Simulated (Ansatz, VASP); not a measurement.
One calculation of Rb, two programs

```xyz
1
Lattice="-2.7167 2.7167 2.7167 2.7167 -2.7167 2.7167 2.7167 2.7167 -2.7167" Properties=species:S:1:pos:R:3 pbc="T T T"
Rb    0.0000    0.0000    0.0000
```

Alike in both runs: task single point; functional PBE; k mesh 10 × 10 × 10; occupations gaussian, width 0.1 eV; no spin polarisation.

|  | VASP | Ansatz |
| --- | --- | --- |
| version | VASP 6.6.1 | Ansatz 0.2.0 |
| potentials or method | VASP PAW PBE potentials, release 64 (Rb_sv), cutoff 520 eV | scalar-relativistic, plane waves, PAW |
| valence electrons in the cell | 9 | 9 |

|  | VASP | Ansatz | Ansatz less VASP |
| --- | --- | --- | --- |
| gap on the k mesh at the Fermi level (eV) | none | none | - |
| pressure (GPa) | 0.5 | 0.5 | 0.00 |

A gap of «none» marks a metal or a gap that the smearing closes.
